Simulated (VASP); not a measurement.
Be2H:

```xyz
3
Lattice="2.6790 0.0000 0.0000 -1.3395 2.3201 0.0000 0.0000 0.0000 3.7003" Properties=species:S:1:pos:R:3 pbc="T T T"
Be    0.0000    1.5467    2.5968
Be    1.3395    0.7734    1.1035
H     0.0000    0.0000    0.0000
```

```yaml
Program: VASP 6.6.1
Task: relaxation of cell and atoms
Functional: PBE
Potentials_or_basis: VASP PAW PBE potentials, release 64 (Be, H)
Cutoff: 600 eV
k_mesh: 6 × 6 × 6
Occupations: gaussian, width 0.1 eV
Spin: no spin polarisation
```

At the start: pressure -8.3 GPa; volume 7.67 Å³/atom.

Question: Where does the relaxation end?

Answer: Over 7 steps the energy falls by 111.9 meV/atom and the volume is 6.60 Å³/atom (-13.9 %); space group P-3m1 (No. 164, to 0.05 Å).

The path:
| step | energy change (eV) | largest force (eV/Å) | pressure (GPa) | volume (Å³) |
| --- | --- | --- | --- | --- |
| 1 | 0.0000 | 1.4419 | -8.31 | 23.00 |
| 2 | -0.2437 | 0.6861 | -7.16 | 21.69 |
| 3 | -0.3231 | 0.0355 | -3.76 | 20.61 |
| 4 | -0.3236 | 0.0979 | -3.37 | 20.52 |
| 5 | -0.3338 | 0.0530 | -0.56 | 19.96 |
| 6 | -0.3346 | 0.0335 | 0.58 | 19.75 |
| 7 | -0.3356 | 0.0169 | 0.33 | 19.81 |

Final structure:
```
Be H
1.0
     2.51090    0.00000    0.00000
    -1.25545    2.17451    0.00000
     0.00000    0.00000    3.62768
Be H
2 1
Direct
  0.33333 0.66667 0.73657
  0.66667 0.33333 0.26343
  0.00000 0.00000 0.00000
```

Caveat: the k points lie up to 0.48 Å⁻¹ apart in the final cell.
